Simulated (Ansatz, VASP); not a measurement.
## One calculation of P, two programs

File POSCAR:

```
P
1.0
    3.2837277200      0.0000000000      0.0000000000
    0.0000000000     34.8570309900      0.0000000000
    0.0000000000      0.0000000000      4.4931221687
P
4
Direct
    0.0000000000      0.9702614300      0.5921507200
    0.0000000000      0.0297385700      0.4078492800
    0.5000000000      0.0297385700      0.0921507200
    0.5000000000      0.9702614300      0.9078492800
```

The input INCAR.step1:

```
PREC     = Accurate       # precision mode
ENCUT    = 520            # plane-wave cutoff, eV
ISMEAR   = 0              # smearing method
SIGMA    = 0.05           # smearing width, eV
LREAL    = False          # projectors in reciprocal space
LASPH    = True           # aspherical terms in the spheres
NELM     = 100            # most SCF steps
NBANDS   = 18             # bands
GGA      = PE             # functional
ALGO     = Normal         # electronic algorithm
EDIFF    = 1E-4           # SCF threshold, eV
LWAVE    = True           # write WAVECAR
LCHARG   = False          # write CHGCAR
```

The input INCAR.step2:

```
PREC     = Accurate       # precision mode
ENCUT    = 520            # plane-wave cutoff, eV
EDIFF    = 1E-6           # SCF threshold, eV
ISMEAR   = 0              # smearing method
SIGMA    = 0.05           # smearing width, eV
LREAL    = False          # projectors in reciprocal space
LASPH    = True           # aspherical terms in the spheres
NELM     = 100            # most SCF steps
ALGO     = Normal         # electronic algorithm
ISIF     = 2              # what is computed and relaxed
LWAVE    = False          # write WAVECAR
LCHARG   = True           # write CHGCAR
METAGGA  = R2SCAN         # meta-GGA
LMIXTAU  = True         
LELF     = True           # ELF
LVHAR    = True         
NBANDS   = 18             # bands
ISTART   = 1
```

The input KPOINTS:

```
Automatic mesh
0
Gamma
  8 1 6
```

Input for Ansatz:

```yaml
crystal:
  lattice:
    - [3.28372772, 0.0, 0.0]
    - [0.0, 34.85703099, 0.0]
    - [0.0, 0.0, 4.4931221687]
  atoms:
    - { symbol: P, position: [0.0, 0.97026143, 0.59215072] }
    - { symbol: P, position: [0.0, 0.02973857, 0.40784928] }
    - { symbol: P, position: [0.5, 0.02973857, 0.09215072] }
    - { symbol: P, position: [0.5, 0.97026143, 0.90784928] }
basis:
  ecutwfc: 500
kpoints:
  mp_grid: { grid: [8, 1, 6] }
hamiltonian:
  xc: r2scan
scf:
  occupations: { method: gaussian, width: 0.05 }
output:
  forces: true
  stress: true
  eigenvalues: true
```

Change from the starting cell: strain +0.000 along x and y, -0.030 along z, atoms carried along.

Alike in both runs: task single point; functional r2SCAN; k mesh 8 × 1 × 6; occupations gaussian, width 0.05 eV; no spin polarisation.

|  | VASP | Ansatz |
| --- | --- | --- |
| version | VASP 6.6.1 | Ansatz 0.2.0 |
| potentials or method | VASP PAW PBE potentials, release 64 (P), cutoff 520 eV | scalar-relativistic, plane waves, PAW |
| valence electrons in the cell | 20 | 20 |

|  | VASP | Ansatz | Ansatz less VASP |
| --- | --- | --- | --- |
| gap on the k mesh at the Fermi level (eV) | 0.94 | 0.91 | -0.025 |
| least direct gap on the mesh (eV) | 0.94 | 0.91 | -0.025 |
| rms of the force components (eV/Å) | 0.269 | 0.327 | +0.0575 |

VASP's potentials were made for PBE, not for r2SCAN. Atom by atom the forces differ by 0.063 eV/Å (rms over components). The functional is the same, so the differences come from potentials, cutoffs and numerics.
